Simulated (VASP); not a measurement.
Set up this calculation in VASP 6.6.1, as the native input.

- Task: single point
- Functional: PBE
- Potentials or basis: VASP PAW PBE potentials, release 64 (K_sv, As, Os)
- Cutoff: 520 eV
- k mesh: 6 × 6 × 6
- Occupations: gaussian, width 0.1 eV
- Spin: no spin polarisation
- Dipole correction: no
- Further INCAR settings: ALGO = Fast; EDIFF = 1e-07; NBANDS = 28

The structure of K3AsOs lies in POSCAR:

```
K3AsOs
1.0
    6.2836762152      0.0000000000      0.0000000000
    0.0000000000      6.2836762152      0.0000000000
    0.0000000000      0.0000000000      6.5363014100
K As Os
3 1 1
Direct
    0.5000000000      0.5000000000      0.9551854589
    0.0000000000      0.5000000000      0.4314200471
    0.5000000000      0.0000000000      0.4314200471
    0.5000000000      0.5000000000      0.4475416588
    0.0000000000      0.0000000000      0.1944327881
```

These files were run (other wordings do the same):

INCAR

```
SYSTEM = K3AsOs
ALGO     = Fast           ! electronic algorithm
EDIFF    = 1E-7           ! SCF threshold, eV
ENCUT    = 520            ! plane-wave cutoff, eV
GGA      = PE             ! functional
ISIF     = 2              ! what is computed and relaxed
ISMEAR   = 0              ! smearing method
LASPH    = .True.         ! aspherical terms in the spheres
LCHARG   = .True.         ! write CHGCAR
LELF     = .True.         ! ELF
LREAL    = .False.        ! projectors in reciprocal space
LVHAR    = .True.       
LWAVE    = .False.        ! write WAVECAR
NBANDS   = 28             ! bands
NELM     = 60             ! most SCF steps
PREC     = Accurate       ! precision mode
SIGMA    = 0.1            ! smearing width, eV
```

KPOINTS

```
k-points
0
Gamma
  6 6 6
  0 0 0
```

Potentials or basis: VASP PAW PBE potentials, release 64 (K_sv, As, Os).

Run with:

```bash
$ cat potpaw_PBE.64/K_sv/POTCAR potpaw_PBE.64/As/POTCAR potpaw_PBE.64/Os/POTCAR > POTCAR
$ mpirun -np 1 vasp_std > vasp.out
```

It gave:

| Item | Value |
| --- | --- |
| Pressure | 0.0 GPa |
| Largest force | 0.008 eV/Å |
| Band gap on the k mesh | zero (bands 20 and 21 overlap by 0.14 eV) |

Caveat: spin-orbit coupling is left out, which moves the levels of the heavy elements.

Wall time 12 min on 1 thread of Intel(R) Xeon(R) Platinum 8375C CPU @ 2.90GHz (Ice Lake), on a shared host, peak memory 0.53 GiB.
